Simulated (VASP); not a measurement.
Runs of VASP 6.6.1 on In5P3. The structure is that of space group Pm-3m (No. 221), or close to it. The cells are those of the table. 

```tsv
task	cell	k mesh	cutoff (eV)	gap on the mesh (eV)	pressure (GPa)
single point	a = 5.638 Å, 8 atoms	4 × 4 × 4	520	none	(a)
single point	a = 5.734 Å, 8 atoms	4 × 4 × 4	520	none	-0.2
single point	a = 5.710 Å, 8 atoms	8 × 8 × 8	520	none	0.0
relaxation of cell and atoms	relaxed from a = 5.638 Å, 8 atoms	4 × 4 × 4	600	none	0.0
```

Alike in all rows: level PBE; potentials or basis VASP PAW PBE potentials, release 64 (In_d, P); no spin polarisation; smearing gaussian 0.1 eV.

Task: Fill in the values left out.

Result: (a) 3.0.

Caveats: spin-orbit coupling is left out, which moves the levels of the heavy elements.

A k mesh can miss the band edges, and the runs leave out spin-orbit coupling on In.

A gap of «none» marks levels without a gap at the run's occupations.
